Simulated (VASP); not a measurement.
The system is SiO2.

```
Si O
1.0
     4.23597    0.00000    0.00000
     0.00000    4.23597    0.00000
     0.00000    0.00000    2.69056
Si O
2 4
Cartesian
  0.0000 0.0000 0.0000
  2.1180 2.1180 1.3453
  1.3003 1.3003 0.0000
  0.8177 3.4183 1.3453
  2.9356 2.9356 0.0000
  3.4183 0.8177 1.3453
```

| Quantity | Value |
| --- | --- |
| Program | VASP 6.6.1 |
| Task | relaxation of cell and atoms |
| Functional | PBE |
| Dispersion | D3(BJ) |
| Potentials or basis | VASP PAW PBE potentials, release 64 (Si, O) |
| Cutoff | 600 eV |
| k mesh | 6 × 6 × 8 |
| Occupations | gaussian, width 0.02 eV |
| Spin | no spin polarisation |

At the start: pressure -5.0 GPa; volume 8.05 Å³/atom.

**Question.** Where does the relaxation end?

**Answer.** Over 7 steps the energy falls by 2.6 meV/atom and the volume is 7.89 Å³/atom (-1.9 %); space group P4_2/mnm (No. 136, to 0.1 Å) before and after.

The path:
```tsv
step	energy change (eV)	largest force (eV/Å)	pressure (GPa)	volume (Å³)
1	0.0000	0.0184	-5.00	48.28
2	0.0035	0.2638	6.22	46.54
3	-0.0132	0.1327	0.08	47.45
4	-0.0155	0.0146	0.05	47.35
5	-0.0155	0.0243	0.05	47.34
6	-0.0156	0.0052	-0.04	47.34
7	-0.0156	0.0011	-0.02	47.34
```

Final structure:
```
Si O
1.0
     4.19968    0.00000    0.00000
     0.00000    4.19968    0.00000
     0.00000    0.00000    2.68427
Si O
2 4
Direct
  0.00000 0.00000 0.00000
  0.50000 0.50000 0.50000
  0.30594 0.30594 0.00000
  0.19406 0.80594 0.50000
  0.69406 0.69406 0.00000
  0.80594 0.19406 0.50000
```
